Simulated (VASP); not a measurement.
A run of VASP 6.6.1 is set up as follows.

INCAR

```
SYSTEM = Sn3H
PREC     = Accurate       ! precision mode
ENCUT    = 520            ! plane-wave cutoff, eV
EDIFF    = 1E-6           ! SCF threshold, eV
ISMEAR   = 0              ! smearing method
SIGMA    = 0.1            ! smearing width, eV
LREAL    = .FALSE.        ! projectors in reciprocal space
LASPH    = .TRUE.         ! aspherical terms in the spheres
NELM     = 80             ! most SCF steps
ALGO     = Normal         ! electronic algorithm
ISIF     = 2              ! what is computed and relaxed
LWAVE    = .FALSE.        ! write WAVECAR
LCHARG   = .FALSE.        ! write CHGCAR
GGA      = PE             ! functional
NBANDS   = 30             ! bands
```

File KPOINTS:

```
regular mesh
0
G
  10 10 10
  0 0 0
```

The input POSCAR:

```
Sn3H
1.0
    4.5226496337      0.0000000000      0.0000000000
    0.0000000000      4.5226496337      0.0000000000
    0.0000000000      0.0000000000      4.5226496337
Sn H
3 1
Direct
    0.0000000000      0.5000000000      0.5000000000
    0.5000000000      0.0000000000      0.5000000000
    0.5000000000      0.5000000000      0.0000000000
    0.0000000000      0.0000000000      0.0000000000
```

Potentials or basis: VASP PAW PBE potentials, release 64 (Sn_d, H).

The run is started by

```sh
$ cat potpaw_PBE.64/Sn_d/POTCAR potpaw_PBE.64/H/POTCAR > POTCAR
$ mpirun -np 1 vasp_std > vasp.out
```

**Question.** Predict the band gap on the k mesh.

**Answer.** Zero (an odd number of electrons rules out a gap without spin polarisation).

**Question.** What does it give for the pressure?

**Answer.** -0.1 GPa.

Caveat: spin-orbit coupling is left out, which moves the levels of the heavy elements.
